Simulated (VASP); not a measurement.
# Na (Im-3m) in VASP: notebook

The runs below take Na through single point, with PBEsol.

Program: VASP 6.6.1. These are calculated values, not measurements. Logs are shortened: lines on timing, memory, paths and dates and some standing lists are left out, and cuts for length are marked.

## Step 1: The cell of the first run

Symmetry: Im-3m, No. 229, cubic system. Conventional cell: a = 4.149 Å, b = 4.149 Å, c = 4.149 Å, α = 90.00°, β = 90.00°, γ = 90.00°. Within 4.7 Å of Na (site symmetry m-3m) lie 14 Na at 3.59 to 4.15 Å.

## Step 2: Single point, PBEsol (volume scaled by 0.94)

The input, INCAR:

```
  PREC = Accurate
  ENCUT = 520
  EDIFF = 1E-6
  ISMEAR = -1
  SIGMA = 0.03
  LREAL = F
  LASPH = T
  NELM = 100
  ALGO = Normal
  ISIF = 2
  LWAVE = F
  LCHARG = F
  GGA = PS
  NBANDS = 10
```

The input, KPOINTS:

```
regular mesh
0
Gamma
  11 11 11
```

The input, POSCAR:

```
Na
1.0
   -2.0742735852      2.0742735852      2.0742735852
    2.0742735852     -2.0742735852      2.0742735852
    2.0742735852      2.0742735852     -2.0742735852
Na
1
Direct
    0.0000000000      0.0000000000      0.0000000000
```

Potentials or basis: VASP PAW PBE potentials, release 64 (Na_pv).

On the command line:

```
$ cat potpaw_PBE.64/Na_pv/POTCAR > POTCAR
$ mpirun -np 1 vasp_std > vasp.out
```

OUTCAR:

```text
PREC = Accurate
   ENCUT = 520
   EDIFF = 1E-6
   ISMEAR = -1
   LREAL = F
   LASPH = T
   NELM = 100
   ISIF = 2
   GGA = PS

 ion  position               nearest neighbor table
   1  0.000  0.000  0.000-

  LATTYP: Found a body centered cubic cell.
 ALAT       =     4.1485471704

  Lattice vectors:

 A1 = (  -2.0742735852,   2.0742735852,   2.0742735852)
 A2 = (   2.0742735852,  -2.0742735852,   2.0742735852)
 A3 = (   2.0742735852,   2.0742735852,  -2.0742735852)

Analysis of symmetry for initial positions (statically):
=====================================================================
 Subroutine PRICEL returns:
 Original cell was already a primitive cell.

 Routine SETGRP: Setting up the symmetry group for a
 body centered cubic supercell.

 Subroutine GETGRP returns: Found 48 space group operations
 (whereof 48 operations were pure point group operations)
 out of a pool of 48 trial point group operations.

The static configuration has the point symmetry O_h .

Analysis of symmetry for dynamics (positions and initial velocities):
=====================================================================
 Subroutine PRICEL returns:
 Original cell was already a primitive cell.

 Routine SETGRP: Setting up the symmetry group for a
 body centered cubic supercell.

 Subroutine GETGRP returns: Found 48 space group operations
 (whereof 48 operations were pure point group operations)
 out of a pool of 48 trial point group operations.

The dynamic configuration has the point symmetry O_h .

 Subroutine INISYM returns: Found 48 space group operations
 (whereof 48 operations are pure point group operations),
 and found     1 'primitive' translations

----------------------------------------------------------------------------------------

                                     Primitive cell

  volume of cell :      35.6992

  direct lattice vectors                    reciprocal lattice vectors
    -2.074273585  2.074273585  2.074273585     0.000000000  0.241048241  0.241048241
     2.074273585 -2.074273585  2.074273585     0.241048241  0.000000000  0.241048241
     2.074273585  2.074273585 -2.074273585     0.241048241  0.241048241  0.000000000

  length of vectors
     3.592747238  3.592747238  3.592747238     0.340893692  0.340893692  0.340893692

  position of ions in fractional coordinates (direct lattice)
     0.000000000  0.000000000  0.000000000

  ion indices of the primitive-cell ions
   primitive index   ion index
                 1           1

----------------------------------------------------------------------------------------

 KPOINTS: regular mesh

Automatic generation of k-mesh.
 Grid dimensions read from file:
 generate k-points for:   11   11   11

 Generating k-lattice:

  Cartesian coordinates                     Fractional coordinates (reciprocal lattice)
     0.000000000  0.021913476  0.021913476     0.090909091  0.000000000  0.000000000
     0.021913476  0.000000000  0.021913476     0.000000000  0.090909091  0.000000000
     0.021913476  0.021913476  0.000000000     0.000000000  0.000000000  0.090909091

  Length of vectors
     0.030990336  0.030990336  0.030990336

  Shift w.r.t. Gamma in fractional coordinates (k-lattice)
     0.000000000  0.000000000  0.000000000

 Subroutine IBZKPT returns following result:
 ===========================================

 Found     56 irreducible k-points:

 Following reciprocal coordinates:
            Coordinates               Weight
  0.000000  0.000000  0.000000      1.000000
  0.090909  0.000000  0.000000     12.000000
  0.181818  0.000000  0.000000     12.000000
  0.272727  0.000000  0.000000     12.000000
  0.363636  0.000000  0.000000     12.000000
  0.454545  0.000000  0.000000     12.000000
[... 16 lines left out ...]
  0.272727  0.181818  0.090909     48.000000
  0.363636  0.181818  0.090909     24.000000
 [... further k-points ...]
   k-points           NKPTS =     56   k-points in BZ     NKDIM =     56   number of bands    NBANDS=     10
   number of dos      NEDOS =    301   number of ions     NIONS =      1
   total plane-waves  NPLWV =  21952
   dimension x,y,z NGX =    28 NGY =   28 NGZ =   28
   dimension x,y,z NGXF=    56 NGYF=   56 NGZF=   56
   ions per type =               1
   NGX,Y,Z   is equivalent  to a cutoff of  12.96, 12.96, 12.96 a.u.
   NGXF,Y,Z  is equivalent  to a cutoff of  25.91, 25.91, 25.91 a.u.
 SYSTEM =  unknown system
   PREC   = accura    normal or accurate (medium, high low for compatibility)
   ISTART =      0    job   : 0-new  1-cont  2-samecut
   ICHARG =      2    charge: 1-file 2-atom 10-const
   ISPIN  =      1    spin polarized calculation?
   LNONCOLLINEAR =      F non collinear calculations
   LSORBIT =      F    spin-orbit coupling
   LASPH  =      T    aspherical Exc in radial PAW
   ENCUT  =  520.0 eV  38.22 Ry    6.18 a.u.   6.68  6.68  6.68*2*pi/ulx,y,z
   NELM   =    100;   NELMIN=  2; NELMDL= -5     # of ELM steps
   EDIFF  = 0.1E-05   stopping-criterion for ELM
   LREAL  =      F    real-space projection
   EDIFFG = 0.1E-04   stopping-criterion for IOM
   NSW    =      0    number of steps for IOM
   IBRION =     -1    ionic relax: 0-MD 1-quasi-New 2-CG
   NFREE  =      0    steps in history (QN), initial steepest desc. (CG)
   ISIF   =      2    stress and relaxation
   ISYM   =      2    0-nonsym 1-usesym 2-fastsym
   POTIM  = 0.5000    time-step for ionic-motion
   TEBEG  =    0.0;   TEEND  =   0.0 temperature during run
   PSTRESS=    0.0 pullay stress
   NELECT =       7.0000    total number of electrons
   NUPDOWN=      -1.0000    fix difference up-down
   EMIN   =  10.00;   EMAX   =-10.00  energy-range for DOS
   EFERMI =   0.00;   METHOD = LEGACY
   ISMEAR =    -1;   SIGMA  =   0.03  broadening in eV -4-tet -1-fermi 0-gaus
   EFERMI_NEDOS =   21; number of points for ismear=-14 and -15
   IALGO  =     38    algorithm
   IMIX   =      4    mixing-type and parameters
     AMIX     =   0.40;   BMIX     =  1.00
     AMIX_MAG =   1.60;   BMIX_MAG =  1.00
  volume/ion in A,a.u.               =      35.70       240.91
  Fermi-wavevector in a.u.,A,eV,Ry     =   0.951090  1.797299 12.307444  0.904572
  Thomas-Fermi vector in A             =   2.079527
   LORBIT       =      0    0 simple, 1 ext, 2 COOP (PROOUT), +10 PAW based schemes
   GGA     = PS    functional components
   LHFCALC =     F    Hartree Fock is set to
   AEXX    =    0.0000 exact exchange contribution
   IVDW    =     0    specifies the selected vdW correction
   LEPSILON=     F    determine dielectric tensor
   LRPA    =     F    only Hartree local field effects (RPA)
 non-spin polarized calculation
  energy-cutoff  :      520.00
  volume of cell :       35.70
 maximum number of plane-waves:       970
   NGX = 13   NGY = 13   NGZ = 13

 number of electron       6.9999988 magnetization

 Free energy of the ion-electron system (eV)
  ---------------------------------------------------
  ext. energy  EPLUGINS =         0.00000000
  ---------------------------------------------------
  free energy    TOTEN  =        -1.40254708 eV

  energy without entropy =       -1.40136421  energy(sigma->0) =       -1.40195565

 E-fermi :   0.4225     XC(G=0):  -6.6015

 val. band max:        0.3815530089   @ k =  -0.3636   0.4545   0.0909
 cond. band min:       0.5203432662   @ k =   0.1818   0.1818   0.1818
 fundamental gap:      0.1387902572
 Fermi energy:         0.4224948500

 k-point     1 :       0.0000    0.0000    0.0000
  band No.  band energies     occupation
      1     -24.3416      2.00000
      2     -24.3416      2.00000
      3     -24.3416      2.00000
      4      -2.9440      2.00000
      5      12.3933      0.00000
      6      12.3933      0.00000
      7      12.3933      0.00000
      8      13.4209      0.00000
      9      13.4209      0.00000
     10      13.9792      0.00000

 k-point     2 :       0.0909    0.0000    0.0000
  band No.  band energies     occupation
      1     -24.3449      2.00000
      2     -24.3427      2.00000
      3     -24.3415      2.00000
      4      -2.7944      2.00000
      5      10.6650      0.00000
      6      11.5562      0.00000
      7      11.8973      0.00000
      8      12.4446      0.00000
      9      12.8264      0.00000
     10      14.4037      0.00000

 k-point     3 :       0.1818    0.0000    0.0000
  band No.  band energies     occupation
      1     -24.3537      2.00000
      2     -24.3456      2.00000
      3     -24.3415      2.00000
      4      -2.3487      2.00000
      5       8.2562      0.00000
      6      10.4904      0.00000
      7      11.1314      0.00000
      8      11.4417      0.00000
      9      12.4080      0.00000
     10      14.6529      0.00000

 k-point     4 :       0.2727    0.0000    0.0000
  band No.  band energies     occupation
      1     -24.3653      2.00000
      2     -24.3495      2.00000
      3     -24.3415      2.00000
      4      -1.6146      2.00000
      5       6.0255      0.00000
      6       9.6547      0.00000
      7      10.5017      0.00000
      8      10.6830      0.00000
      9      11.8484      0.00000
     10      15.2954      0.00000
[... 222 lines left out ...]
 k-point    22 :       0.1818    0.1818    0.0909
  band No.  band energies     occupation
      1     -24.3733      2.00000
      2     -24.3517      2.00000
      3     -24.3467      2.00000
      4      -0.4629      2.00000
      5       5.2599      0.00000
      6       5.8864      0.00000
      7       7.6888      0.00000
      8      14.1965      0.00000
      9      14.8188      0.00000
     10      16.1036      0.00000

 k-point    23 :       0.2727    0.1818    0.0909
  band No.  band energies     occupation
      1     -24.3752      2.00000
      2     -24.3572      2.00000
      3     -24.3476      2.00000
      4       0.6578      0.00078
      5       3.6780      0.00000
      6       5.2712      0.00000
      7       7.2092      0.00000
      8      14.1329      0.00000
      9      15.3315      0.00000
     10      16.1922      0.00000

 k-point    24 :       0.3636    0.1818    0.0909
  band No.  band energies     occupation
      1     -24.3752      2.00000
      2     -24.3600      2.00000
      3     -24.3478      2.00000
      4       1.7971      0.00000
      5       2.3265      0.00000
      6       5.1153      0.00000
      7       7.0567      0.00000
      8      14.0441      0.00000
      9      15.4701      0.00000
     10      16.5913      0.00000

 [... further k-points ...]

------------------------ aborting loop because EDIFF is reached ----------------------------------------

  FORCE on cell =-STRESS in cart. coord.  units (eV):
  Direction    XX          YY          ZZ          XY          YZ          ZX
  --------------------------------------------------------------------------------------
  -------------------------------------------------------------------------------------
  Total        0.0217007      0.0217007      0.0217007      0.0000000     -0.0000000     -0.0000000
  in kB        0.9739266      0.9739266      0.9739266      0.0000000     -0.0000000     -0.0000000
  external PRESSURE =       0.9739266 kB  Pullay stress =       0.0000000 kB

 VOLUME and BASIS-vectors are now :
 -----------------------------------------------------------------------------
  energy-cutoff  :      520.00
  volume of cell :       35.70
      direct lattice vectors                 reciprocal lattice vectors
    -2.074273585  2.074273585  2.074273585     0.000000000  0.241048241  0.241048241
     2.074273585 -2.074273585  2.074273585     0.241048241  0.000000000  0.241048241
     2.074273585  2.074273585 -2.074273585     0.241048241  0.241048241  0.000000000

 POSITION                                       TOTAL-FORCE (eV/Angst)
 -----------------------------------------------------------------------------------
      0.00000      0.00000      0.00000         0.000000     -0.000000      0.000000
 -----------------------------------------------------------------------------------
    total drift:                               -0.000000     -0.000000     -0.000000

  FREE ENERGIE OF THE ION-ELECTRON SYSTEM (eV)
  ---------------------------------------------------
  free  energy   TOTEN  =        -1.4025470844 eV

  energy  without entropy=       -1.4013642112  energy(sigma->0) =       -1.40195565
```

Run time: 17 s. Hardware: 1 thread of Intel Xeon Platinum 8259CL at 2.50GHz (Skylake/Cascade Lake), shared host; peak memory 0.15 GiB.

What came out:

```
Free energy : -1.4025 eV
Pressure    : 0.1 GPa
```

Levels at points of the mesh, in eV from the Fermi level:
```tsv
k point	band 1	band 2	band 3	band 4	band 5	band 6
(0.00, 0.00, 0.00)	-24.76	-24.76	-24.76	-3.37	11.97	11.97
```

Caveat: the PAW data sets were made with another functional, which shifts forces and pressure a little.

## Step 3: Single point, PBEsol (volume scaled by 0.98)

The input, INCAR:

```
ALGO = Normal
EDIFF = 1E-6
ENCUT = 520
GGA = PS
ISIF = 2
ISMEAR = -1
LASPH = True
LCHARG = True
LELF = True
LREAL = False
LVHAR = True
LWAVE = False
NBANDS = 10
NELM = 60
PREC = Accurate
SIGMA = 0.03
```

The input, KPOINTS:

```
k-points
0
Gamma
  11 11 11
```

The input, POSCAR:

```
Na
1.0
   -2.1032881624      2.1032881624      2.1032881624
    2.1032881624     -2.1032881624      2.1032881624
    2.1032881624      2.1032881624     -2.1032881624
Na
1
Direct
    0.0000000000      0.0000000000      0.0000000000
```

Potentials or basis: VASP PAW PBE potentials, release 64 (Na_pv).

On the command line:

```
$ cat potpaw_PBE.64/Na_pv/POTCAR > POTCAR
$ mpirun -np 1 vasp_std > vasp.out
```

Wall time 16 s (1 thread of Intel Xeon Platinum 8259CL at 2.50GHz (Skylake/Cascade Lake), shared host); peak memory 0.15 GiB.

The run converged. Its results:

```
Free energy : -1.4022 eV
Pressure    : -0.2 GPa
```

Levels at points of the mesh, in eV from the Fermi level:
```tsv
k point	band 1	band 2	band 3	band 4	band 5	band 6	band 7
(0.00, 0.00, 0.00)	-24.80	-24.80	-24.80	-3.28	11.70	11.70	11.70
```

Caveat: the PAW data sets were made with another functional, which shifts forces and pressure a little.

## Step 4: Single point, PBEsol (volume scaled by 0.96)

The input, INCAR:

```
SYSTEM = Na
PREC = Accurate
ENCUT = 520
EDIFF = 1E-6
ISMEAR = -1
SIGMA = 0.03
LREAL = .False.
LASPH = .True.
NELM = 100
ALGO = Normal
ISIF = 2
LWAVE = .False.
LCHARG = .False.
GGA = PS
NBANDS = 10
```

The input, KPOINTS:

```
Automatic mesh
0
Gamma
  11 11 11
  0 0 0
```

The input, POSCAR:

```
Na
1.0
   -2.0888816270      2.0888816270      2.0888816270
    2.0888816270     -2.0888816270      2.0888816270
    2.0888816270      2.0888816270     -2.0888816270
Na
1
Direct
    0.0000000000      0.0000000000      0.0000000000
```

On the command line:

```
$ cat potpaw_PBE.64/Na_pv/POTCAR > POTCAR
$ mpirun -np 1 vasp_std > vasp.out
```

Run time: 18 s. Hardware: 1 thread of Intel Xeon Platinum 8259CL at 2.50GHz (Skylake/Cascade Lake), shared host; peak memory 0.15 GiB.

It converged, with:

```yaml
Free_energy: -1.4028 eV
Pressure: -0.1 GPa
```

Levels at points of the mesh, in eV from the Fermi level:
| k point | band 1 | band 2 | band 3 | band 4 | band 5 | band 6 | band 7 | band 8 |
| --- | --- | --- | --- | --- | --- | --- | --- | --- |
| (0.00, 0.00, 0.00) | -24.78 | -24.78 | -24.78 | -3.32 | 11.83 | 11.83 | 11.83 | 12.85 |

Caveat: the PAW data sets were made with another functional, which shifts forces and pressure a little.

## Step 5: Summary

| cell | gap on the mesh (eV) | pressure (GPa) |
| --- | --- | --- |
| a = 3.593 Å, angles 109.5°, 1 atom | none | 0.1 |
| a = 3.643 Å, angles 109.5°, 1 atom | none | -0.2 |
| a = 3.618 Å, angles 109.5°, 1 atom | none | -0.1 |

Alike in all rows: task single point; level PBEsol; potentials or basis VASP PAW PBE potentials, release 64 (Na_pv); no spin polarisation; k mesh 11 × 11 × 11; cutoff (eV) 520; smearing fermi-dirac 0.03 eV.

Caveats: the PAW data sets were made with another functional, which shifts forces and pressure a little.

Total energies depend on the potentials used, so only differences within one code and one set of settings carry meaning.
